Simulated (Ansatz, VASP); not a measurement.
**Mg in VASP and in Ansatz**

```xyz
1
Lattice="-1.4617 1.4617 1.4765 1.4617 -1.4617 1.4765 1.4617 1.4617 -1.4765" Properties=species:S:1:pos:R:3 pbc="T T T"
Mg    0.0000    0.0000    0.0000
```

Change from the starting cell: equal xx and yy strain of -1 %.

Alike in both runs: task single point; functional LDA; k mesh 19 × 19 × 19; occupations fermi-dirac, width 0.03 eV; no spin polarisation.

|  | VASP | Ansatz |
| --- | --- | --- |
| version | VASP 6.6.1 | Ansatz 0.2.0 |
| potentials or method | VASP PAW LDA potentials, release 64 (Mg), cutoff 520 eV | all-electron LAPW, scalar-relativistic |

|  | VASP | Ansatz | Ansatz less VASP |
| --- | --- | --- | --- |
| pressure (GPa) | 60.5 | 60.0 | -0.45 |

LDA's correlation is that of Perdew and Zunger in VASP and of Perdew and Wang (1992) in Ansatz. Both programs put the cell under a high pressure, so it lies far from rest at this level. Ansatz ran all-electron here, and VASP with PAW potentials.

Noted on VASP's run: the cell as given lies far from equilibrium.
